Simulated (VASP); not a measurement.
Write the native input for VASP 6.6.1 that does the following.

```yaml
Task: single point
Functional: PBE
Potentials_or_basis: VASP PAW PBE potentials, release 64 (Mn_pv, Si)
Cutoff: 520 eV
k_mesh: 7 × 7 × 3
Occupations: gaussian, width 0.2 eV
Spin: collinear spin, ferromagnetic start
Starting_moments: "[4.0, 0.0, 0.0, 0.0] μB"
Dipole_correction: no
Further_INCAR_settings: ALGO = Normal; EDIFF = 1e-07; NBANDS = 24
```

The structure of MnSi3 lies in POSCAR:

```
MnSi3
1.0
    2.7419608544      0.0000000000      0.0000000000
    0.0000000000      2.7419608544      0.0000000000
    0.0000000000      0.0000000000      7.4470152116
Mn Si
1 3
Direct
    0.5000000000      0.5000000000      0.5000000000
    0.0000000000      0.0000000000      0.6822879827
    0.0000000000      0.0000000000      0.3177120173
    0.0000000000      0.0000000000      0.0000000000
```

The input as run:

INCAR

```
ALGO = Normal
EDIFF = 1E-7
ENCUT = 520
GGA = PE
ISIF = 2
ISMEAR = 0
ISPIN = 2
LASPH = True
LCHARG = False
LMAXMIX = 4
LORBIT = 11
LREAL = False
LWAVE = False
MAGMOM = 4 0 0 0
NBANDS = 24
NELM = 150
PREC = Accurate
SIGMA = 0.2
```

KPOINTS

```
k-points
0
Gamma
  7 7 3
```

Potentials or basis: VASP PAW PBE potentials, release 64 (Mn_pv, Si).

The run is started by

```bash
$ cat potpaw_PBE.64/Mn_pv/POTCAR potpaw_PBE.64/Si/POTCAR > POTCAR
$ mpirun -np 1 vasp_std > vasp.out
```

It gave:

```yaml
Pressure: 0.1 GPa
Largest_force: 0.049 eV/Å
Net_moment: 0.27 μB per cell
Site_moments: Mn +0.27; Si -0.01, -0.00 μB
Valence_electrons_inside_the_program's_atomic_spheres: Mn 12.23; Si 1.62, 1.60
```

Caveat: the moment fell far below its start of 4 μB, so a state of higher moment may lie lower in energy.

Run time: 40 s on 1 thread of AMD EPYC 9R45 (Zen 5), with other jobs on the host, peak memory 0.16 GiB.
